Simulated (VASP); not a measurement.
Here is a VASP 6.6.1 calculation.

INCAR

```
SYSTEM = SiC
ALGO = Normal
EDIFF = 1E-6
ENCUT = 520
GGA = PE
ISIF = 2
ISMEAR = -1
LASPH = .True.
LCHARG = .True.
LELF = .True.
LREAL = .False.
LVHAR = .True.
LWAVE = .False.
NBANDS = 16
NELM = 80
PREC = Accurate
SIGMA = 0.05
```

KPOINTS

```
k-points
0
Gamma
  14 14 8
  0 0 0
```

Contents of POSCAR:

```
SiC
1.0
    2.7681636706      0.0000000000      0.0000000000
   -1.3840818353      2.3973000606      0.0000000000
    0.0000000000      0.0000000000      3.4790400891
Si C
2 2
Direct
    0.3333333333      0.6666666667     -0.0619997897
    0.6666666667      0.3333333333      0.4380002103
    0.3333333333      0.6666666667      0.4379997897
    0.6666666667      0.3333333333      0.9379997897
```

Potentials or basis: VASP PAW PBE potentials, release 64 (Si, C).

The run is started by

```console
$ cat potpaw_PBE.64/Si/POTCAR potpaw_PBE.64/C/POTCAR > POTCAR
$ mpirun -np 1 vasp_std > vasp.out
```

(1) Estimate the band gap on the k mesh.

(2) Estimate the pressure.

## Answers

(1) zero (band 8 reaches 19.47 eV, above the bottom of band 9 at 18.92 eV).

(2) 319.2 GPa.
